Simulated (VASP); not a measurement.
# CoO (zincblende type) (F-43m) in VASP: a series of runs

The runs below take CoO (zincblende type) through electric field gradients, with PBE.

Program: VASP 6.6.1. These are calculated values, not measurements. Logs are shortened: lines on timing, memory, paths and dates and some standing lists are left out, and cuts for length are marked.

## (1) The cell of the first run

Symmetry: F-43m, No. 216, cubic system. Conventional cell: a = 4.423 Å, b = 4.423 Å, c = 4.423 Å, α = 90.00°, β = 90.00°, γ = 90.00°. Co (site symmetry -43m) has 4 O at 1.92 Å within 2.5 Å. O (site symmetry -43m) has 4 Co at 1.92 Å within 2.5 Å.

## (2) Electric field gradients, PBE, collinear spin, ferromagnetic start (10.81 Å³/atom)

The input, INCAR:

```
SYSTEM = CoO
PREC = Accurate
ENCUT = 520
EDIFF = 1E-8
ISMEAR = -1
SIGMA = 0.05
LREAL = .FALSE.
LASPH = .TRUE.
NELM = 150
ALGO = Normal
ISIF = 2
LWAVE = .FALSE.
LCHARG = .FALSE.
ISPIN = 2
MAGMOM = 2 0
LORBIT = 11
LMAXMIX = 4
GGA = PE
LEFG = .TRUE.
NBANDS = 18
```

The input, KPOINTS:

```
Automatic mesh
0
G
  13 13 13
  0 0 0
```

The input, POSCAR:

```
CoO
1.0
    0.0000000000      2.2114218429      2.2114218429
    2.2114218429      0.0000000000      2.2114218429
    2.2114218429      2.2114218429      0.0000000000
Co O
1 1
Direct
    0.0000000000      0.0000000000      0.0000000000
    0.2500000000      0.2500000000      0.2500000000
```

Potentials or basis: VASP PAW PBE potentials, release 64 (Co, O).

Launch:

```bash
$ cat potpaw_PBE.64/Co/POTCAR potpaw_PBE.64/O/POTCAR > POTCAR
$ mpirun -np 1 vasp_std > vasp.out
```

OUTCAR:

```text
SYSTEM = CoO
   PREC = Accurate
   ENCUT = 520
   EDIFF = 1E-8
   ISMEAR = -1
   LREAL = .FALSE.
   LASPH = .TRUE.
   NELM = 150
   ISIF = 2
   ISPIN = 2
   LORBIT = 11
   GGA = PE

 ion  position               nearest neighbor table
   1  0.000  0.000  0.000-   2 1.92   2 1.92   2 1.92   2 1.92
   2  0.250  0.250  0.250-   1 1.92   1 1.92   1 1.92   1 1.92

  LATTYP: Found a face centered cubic cell.
 ALAT       =     4.4228436858

  Lattice vectors:

 A1 = (   0.0000000000,   2.2114218429,   2.2114218429)
 A2 = (   2.2114218429,   0.0000000000,   2.2114218429)
 A3 = (   2.2114218429,   2.2114218429,   0.0000000000)

Analysis of symmetry for initial positions (statically):
=====================================================================
 Subroutine PRICEL returns:
 Original cell was already a primitive cell.

 Routine SETGRP: Setting up the symmetry group for a
 face centered cubic supercell.

 Subroutine GETGRP returns: Found 24 space group operations
 (whereof 24 operations were pure point group operations)
 out of a pool of 48 trial point group operations.

The static configuration has the point symmetry T_d .

Analysis of symmetry for dynamics (positions and initial velocities):
=====================================================================
 Subroutine PRICEL returns:
 Original cell was already a primitive cell.

 Routine SETGRP: Setting up the symmetry group for a
 face centered cubic supercell.

 Subroutine GETGRP returns: Found 24 space group operations
 (whereof 24 operations were pure point group operations)
 out of a pool of 48 trial point group operations.

The dynamic configuration has the point symmetry T_d .

Analysis of structural, dynamic, and magnetic symmetry:
=====================================================================
 Subroutine PRICEL returns:
 Original cell was already a primitive cell.

 Routine SETGRP: Setting up the symmetry group for a
 face centered cubic supercell.

 Subroutine GETGRP returns: Found 24 space group operations
 (whereof 24 operations were pure point group operations)
 out of a pool of 48 trial point group operations.

The overall configuration has the point symmetry T_d .

[... 656 lines left out ...]
     18      34.1899      0.00000

 [... further k-points ...]

 spin component 2

 k-point     1 :       0.0000    0.0000    0.0000
  band No.  band energies     occupation
      1     -13.3598      1.00000
      2       1.2694      1.00000
      3       1.2694      1.00000
      4       1.2694      1.00000
      5       6.0149      1.00000
      6       6.0151      1.00000
[... 493 lines left out ...]
     17      33.5156      0.00000
     18      34.5357      0.00000

 [... further k-points ...]

------------------------ aborting loop because EDIFF is reached ----------------------------------------

  FORCE on cell =-STRESS in cart. coord.  units (eV):
  Direction    XX          YY          ZZ          XY          YZ          ZX
  --------------------------------------------------------------------------------------
  -------------------------------------------------------------------------------------
  Total        0.7790007      0.7790007      0.7790007     -0.0000000     -0.0000000      0.0000000
  in kB       57.7036988     57.7036988     57.7036988     -0.0000000     -0.0000000      0.0000000
  external PRESSURE =      57.7036988 kB  Pullay stress =       0.0000000 kB

 VOLUME and BASIS-vectors are now :
 -----------------------------------------------------------------------------
  energy-cutoff  :      520.00
  volume of cell :       21.63
      direct lattice vectors                 reciprocal lattice vectors
     0.000000000  2.211421843  2.211421843    -0.226098879  0.226098879  0.226098879
     2.211421843  0.000000000  2.211421843     0.226098879 -0.226098879  0.226098879
     2.211421843  2.211421843  0.000000000     0.226098879  0.226098879 -0.226098879

 POSITION                                       TOTAL-FORCE (eV/Angst)
 -----------------------------------------------------------------------------------
      0.00000      0.00000      0.00000         0.000000      0.000000     -0.000000
      1.10571      1.10571      1.10571        -0.000000     -0.000000      0.000000
 -----------------------------------------------------------------------------------
    total drift:                                0.000000      0.000000     -0.000000

  FREE ENERGIE OF THE ION-ELECTRON SYSTEM (eV)
  ---------------------------------------------------
  free  energy   TOTEN  =       -13.3545112018 eV

  energy  without entropy=      -13.3349823422  energy(sigma->0) =      -13.34474677

 Electric field gradients (V/A^2)
---------------------------------------------------------------------
 ion       V_xx      V_yy      V_zz      V_xy      V_xz      V_yz
---------------------------------------------------------------------
   1      -0.000    -0.000    -0.000    -0.001    -0.001    -0.001
   2       0.000     0.000     0.000    -0.000    -0.000    -0.000
---------------------------------------------------------------------

 Electric field gradients after diagonalization (V/A^2)
 (convention: |V_zz| > |V_xx| > |V_yy|)
----------------------------------------------------------------------
 ion       V_xx      V_yy      V_zz     asymmetry (V_yy - V_xx)/ V_zz
----------------------------------------------------------------------
   1       0.001     0.001    -0.002       0.000
   2       0.000     0.000    -0.001       0.000
----------------------------------------------------------------------

           NMR quadrupolar parameters

 Cq : quadrupolar parameter    Cq=e*Q*V_zz/h
 eta: asymmetry parameters     (V_yy - V_xx)/ V_zz
 Q  : nuclear electric quadrupole moment in mb (millibarn)
----------------------------------------------------------------------
 ion       Cq(MHz)       eta       Q (mb)
----------------------------------------------------------------------
   1      -0.000       0.000       1.000
   2      -0.000       0.000       1.000
----------------------------------------------------------------------

 total charge

# of ion       s       p       d       tot
------------------------------------------
    1        0.364   0.495   7.262   8.120
    2        1.554   3.454   0.000   5.009
--------------------------------------------------
tot          1.918   3.949   7.262  13.129

 magnetization (x)

# of ion       s       p       d       tot
------------------------------------------
    1        0.015   0.050   2.082   2.147
    2        0.020   0.225   0.000   0.245
--------------------------------------------------
tot          0.034   0.275   2.082   2.392
```

OSZICAR:

```text
N       E                     dE             d eps       ncg     rms          rms(c)
DAV:   1     0.808353851664E+02    0.80835E+02   -0.66122E+03  6208   0.931E+02
DAV:   2    -0.108306109085E+02   -0.91666E+02   -0.79609E+02  6296   0.221E+02
DAV:   3    -0.159588473555E+02   -0.51282E+01   -0.49542E+01  7014   0.565E+01
DAV:   4    -0.160180984639E+02   -0.59251E-01   -0.59190E-01  7270   0.576E+00
DAV:   5    -0.160196784295E+02   -0.15800E-02   -0.15798E-02  7358   0.954E-01    0.180E+01
DAV:   6    -0.154499171141E+02    0.56976E+00   -0.23465E+01  7058   0.690E+01    0.210E+01
DAV:   7    -0.133855268078E+02    0.20644E+01   -0.11296E+01  7110   0.569E+01    0.761E+00
DAV:   8    -0.133661196807E+02    0.19407E-01   -0.38604E-01  6822   0.648E+00    0.417E+00
DAV:   9    -0.133529906499E+02    0.13129E-01   -0.77110E-02  8840   0.380E+00    0.754E-01
DAV:  10    -0.133539629469E+02   -0.97230E-03   -0.21453E-02  8490   0.180E+00    0.219E-01
DAV:  11    -0.133544611864E+02   -0.49824E-03   -0.18283E-03  7360   0.431E-01    0.159E-01
DAV:  12    -0.133544810092E+02   -0.19823E-04   -0.80682E-05  7966   0.101E-01    0.751E-02
DAV:  13    -0.133545151754E+02   -0.34166E-04   -0.78948E-05  7478   0.980E-02    0.369E-02
DAV:  14    -0.133545102151E+02    0.49603E-05   -0.14151E-05  7484   0.410E-02    0.279E-02
DAV:  15    -0.133545112997E+02   -0.10846E-05   -0.91466E-06  8200   0.383E-02    0.437E-03
DAV:  16    -0.133545112024E+02    0.97265E-07   -0.99821E-07  6804   0.903E-03    0.431E-03
DAV:  17    -0.133545112018E+02    0.59572E-09   -0.67993E-08  7646   0.464E-03
   1 F= -.13354511E+02 E0= -.13344747E+02  d E =-.195289E-01  mag=     2.4624
```

Wall time 47 s (1 thread of AMD EPYC 9R45 (Zen 5), shared host); peak memory 0.15 GiB.

What came out:

* Free energy: -13.3545 eV
* Pressure: 5.8 GPa
* Net moment: 2.46 μB per cell
* Site moments: Co +2.15; O +0.24 μB
* Largest electric field gradient by atom: zero within the noise of the run
* Valence electrons inside the program's atomic spheres: Co 8.12; O 5.01

Levels at points of the mesh, in eV from the Fermi level:
Spin up:
```
           k point  band 6  band 7  band 8  band 9  band 10  band 11  band 12  band 13
(0.00, 0.00, 0.00)   -2.11    0.32    0.54    0.54     0.54    14.70    14.70    14.70
```
Spin down:
| k point | band 4 | band 5 | band 6 | band 7 | band 8 | band 9 |
| --- | --- | --- | --- | --- | --- | --- |
| (0.00, 0.00, 0.00) | -5.38 | -0.63 | -0.63 | 0.75 | 2.69 | 2.69 |

Caveat: the cell stands under pressure; a cell with one magnetic atom can't hold antiferromagnetic order, which such compounds often take; semilocal functionals often make such compounds metallic where correlation or magnetic order opens a gap, which also shifts bond lengths.

## (3) Electric field gradients, PBE, collinear spin, ferromagnetic start (11.10 Å³/atom)

This run uses another cell than the first one, of 11.10 Å³/atom.

The input, INCAR:

```
SYSTEM = CoO
  PREC = Accurate
  ENCUT = 520
  EDIFF = 1E-8
  ISMEAR = -1
  SIGMA = 0.05
  LREAL = .False.
  LASPH = .True.
  NELM = 150
  ALGO = Normal
  ISIF = 2
  LWAVE = .False.
  LCHARG = .False.
  ISPIN = 2
  MAGMOM = 2 0
  LORBIT = 11
  LMAXMIX = 4
  GGA = PE
  LEFG = .True.
  NBANDS = 18
```

The input, KPOINTS:

```
regular mesh
0
Gamma
  13 13 13
  0 0 0
```

The input, POSCAR:

```
CoO
1.0
    0.0000000000      2.2306525633      2.2306525633
    2.2306525633      0.0000000000      2.2306525633
    2.2306525633      2.2306525633      0.0000000000
Co O
1 1
Direct
    0.0000000000      0.0000000000      0.0000000000
    0.2500000000      0.2500000000      0.2500000000
```

Potentials or basis: VASP PAW PBE potentials, release 64 (Co, O).

Launch:

```bash
$ cat potpaw_PBE.64/Co/POTCAR potpaw_PBE.64/O/POTCAR > POTCAR
$ mpirun -np 1 vasp_std > vasp.out
```

OUTCAR:

```text
SYSTEM = CoO
   PREC = Accurate
   ENCUT = 520
   EDIFF = 1E-8
   ISMEAR = -1
   LREAL = .False.
   LASPH = .True.
   NELM = 150
   ISIF = 2
   ISPIN = 2
   LORBIT = 11
   GGA = PE

 ion  position               nearest neighbor table
   1  0.000  0.000  0.000-   2 1.93   2 1.93   2 1.93   2 1.93
   2  0.250  0.250  0.250-   1 1.93   1 1.93   1 1.93   1 1.93

  LATTYP: Found a face centered cubic cell.
 ALAT       =     4.4613051266

  Lattice vectors:

 A1 = (   0.0000000000,   2.2306525633,   2.2306525633)
 A2 = (   2.2306525633,   0.0000000000,   2.2306525633)
 A3 = (   2.2306525633,   2.2306525633,   0.0000000000)

Analysis of symmetry for initial positions (statically):
[... 1250 lines left out ...]
 (convention: |V_zz| > |V_xx| > |V_yy|)
----------------------------------------------------------------------
 ion       V_xx      V_yy      V_zz     asymmetry (V_yy - V_xx)/ V_zz
----------------------------------------------------------------------
   1       0.001     0.001    -0.002       0.000
   2      -0.000    -0.000     0.000       0.000
----------------------------------------------------------------------

           NMR quadrupolar parameters

 Cq : quadrupolar parameter    Cq=e*Q*V_zz/h
 eta: asymmetry parameters     (V_yy - V_xx)/ V_zz
 Q  : nuclear electric quadrupole moment in mb (millibarn)
----------------------------------------------------------------------
 ion       Cq(MHz)       eta       Q (mb)
----------------------------------------------------------------------
   1      -0.000       0.000       1.000
   2       0.000       0.000       1.000
----------------------------------------------------------------------

 total charge

# of ion       s       p       d       tot
------------------------------------------
    1        0.355   0.473   7.233   8.060
    2        1.553   3.448   0.000   5.001
--------------------------------------------------
tot          1.908   3.920   7.233  13.061

 magnetization (x)

# of ion       s       p       d       tot
------------------------------------------
    1        0.017   0.051   2.214   2.281
    2        0.021   0.253   0.000   0.273
--------------------------------------------------
tot          0.037   0.303   2.214   2.554
```

stdout:

```text
POSCAR found type information on POSCAR CoO
 POSCAR found :  2 types and       2 ions
 scaLAPACK will be used
 LDA part: xc-table for (Slater+PW92), standard interpolation
 POSCAR, INCAR and KPOINTS ok, starting setup
 FFT: planning ... GRIDC
 FFT: planning ... GRID_SOFT
 FFT: planning ... GRID
 WAVECAR not read
 entering main loop
ion   1

ion   2
```

Wall time 53 s (1 thread of AMD EPYC 9R45 (Zen 5), shared host); peak memory 0.15 GiB.

What came out:

* Free energy: -13.3707 eV
* Pressure: 2.9 GPa
* Net moment: 2.63 μB per cell
* Site moments: Co +2.28; O +0.27 μB
* Largest electric field gradient by atom: zero within the noise of the run
* Valence electrons inside the program's atomic spheres: Co 8.06; O 5.00

Caveat: a cell with one magnetic atom can't hold antiferromagnetic order, which such compounds often take; semilocal functionals often make such compounds metallic where correlation or magnetic order opens a gap, which also shifts bond lengths. With open d or f shells a metallic result of PBE can be an artefact of self-interaction; +U or a hybrid may open a gap.

## (4) Electric field gradients, PBE, collinear spin, ferromagnetic start

This run uses another cell than the first one, of 11.38 Å³/atom.

The input, INCAR:

```
ALGO     = Normal         # electronic algorithm
EDIFF    = 1E-8           # SCF threshold, eV
ENCUT    = 520            # plane-wave cutoff, eV
GGA      = PE             # functional
ISIF     = 2              # what is computed and relaxed
ISMEAR   = -1             # smearing method
ISPIN    = 2              # spin polarisation
LASPH    = True           # aspherical terms in the spheres
LCHARG   = False          # write CHGCAR
LEFG     = True         
LMAXMIX  = 4              # l up to which the mixer works
LORBIT   = 11             # projections on sites
LREAL    = False          # projectors in reciprocal space
LWAVE    = False          # write WAVECAR
MAGMOM   = 2 0            # initial moments
NBANDS   = 18             # bands
NELM     = 150            # most SCF steps
PREC     = Accurate       # precision mode
SIGMA    = 0.05           # smearing width, eV
```

The input, KPOINTS:

```
k-points
0
Gamma
  13 13 13
```

The input, POSCAR:

```
CoO
1.0
    0.0000000000      2.2495573000      2.2495573000
    2.2495573000      0.0000000000      2.2495573000
    2.2495573000      2.2495573000      0.0000000000
Co O
1 1
Direct
    0.0000000000      0.0000000000      0.0000000000
    0.2500000000      0.2500000000      0.2500000000
```

Potentials or basis: VASP PAW PBE potentials, release 64 (Co, O).

Launch:

```bash
$ cat potpaw_PBE.64/Co/POTCAR potpaw_PBE.64/O/POTCAR > POTCAR
$ mpirun -np 1 vasp_std > vasp.out
```

OUTCAR:

```text
EDIFF = 1E-8
   ENCUT = 520
   GGA = PE
   ISIF = 2
   ISMEAR = -1
   ISPIN = 2
   LASPH = True
   LORBIT = 11
   LREAL = False
   NELM = 150
   PREC = Accurate

 ion  position               nearest neighbor table
   1  0.000  0.000  0.000-   2 1.95   2 1.95   2 1.95   2 1.95
   2  0.250  0.250  0.250-   1 1.95   1 1.95   1 1.95   1 1.95

  LATTYP: Found a face centered cubic cell.
 ALAT       =     4.4991146000

  Lattice vectors:

 A1 = (   0.0000000000,   2.2495573000,   2.2495573000)
 A2 = (   2.2495573000,   0.0000000000,   2.2495573000)
 A3 = (   2.2495573000,   2.2495573000,   0.0000000000)

[... 1249 lines left out ...]

 Electric field gradients after diagonalization (V/A^2)
 (convention: |V_zz| > |V_xx| > |V_yy|)
----------------------------------------------------------------------
 ion       V_xx      V_yy      V_zz     asymmetry (V_yy - V_xx)/ V_zz
----------------------------------------------------------------------
   1       0.001     0.001    -0.003       0.000
   2      -0.001    -0.001     0.002       0.000
----------------------------------------------------------------------

           NMR quadrupolar parameters

 Cq : quadrupolar parameter    Cq=e*Q*V_zz/h
 eta: asymmetry parameters     (V_yy - V_xx)/ V_zz
 Q  : nuclear electric quadrupole moment in mb (millibarn)
----------------------------------------------------------------------
 ion       Cq(MHz)       eta       Q (mb)
----------------------------------------------------------------------
   1      -0.000       0.000       1.000
   2       0.000       0.000       1.000
----------------------------------------------------------------------

 total charge

# of ion       s       p       d       tot
------------------------------------------
    1        0.346   0.451   7.209   8.007
    2        1.553   3.439   0.000   4.992
--------------------------------------------------
tot          1.899   3.890   7.209  12.999

 magnetization (x)

# of ion       s       p       d       tot
------------------------------------------
    1        0.018   0.050   2.293   2.361
    2        0.021   0.269   0.000   0.290
--------------------------------------------------
tot          0.039   0.319   2.293   2.650
```

Run time: 61 s. Hardware: 1 thread of AMD EPYC 9R45 (Zen 5), shared host; peak memory 0.15 GiB.

Results:

* Free energy: -13.3762 eV
* Pressure: -0.1 GPa
* Net moment: 2.74 μB per cell
* Site moments: Co +2.36; O +0.29 μB
* Largest electric field gradient by atom: zero within the noise of the run
* Valence electrons inside the program's atomic spheres: Co 8.01; O 4.99

Levels at points of the mesh, in eV from the Fermi level:
Spin up:
```tsv
k point	band 5	band 6	band 7	band 8	band 9	band 10	band 11	band 12	band 13	band 14
(0.00, 0.00, 0.00)	-2.19	-2.19	0.20	0.33	0.33	0.33	14.26	14.26	14.26	20.25
```
Spin down:
| k point | band 2 | band 3 | band 4 | band 5 | band 6 | band 7 | band 8 | band 9 | band 10 | band 11 |
| --- | --- | --- | --- | --- | --- | --- | --- | --- | --- | --- |
| (0.00, 0.00, 0.00) | -4.95 | -4.95 | -4.95 | -0.53 | -0.53 | 0.70 | 2.65 | 2.65 | 2.65 | 14.71 |

Caveat: a cell with one magnetic atom can't hold antiferromagnetic order, which such compounds often take; semilocal functionals often make such compounds metallic where correlation or magnetic order opens a gap, which also shifts bond lengths. With open d or f shells a metallic result of PBE can be an artefact of self-interaction; +U or a hybrid may open a gap.

[end of part 1 of 2]
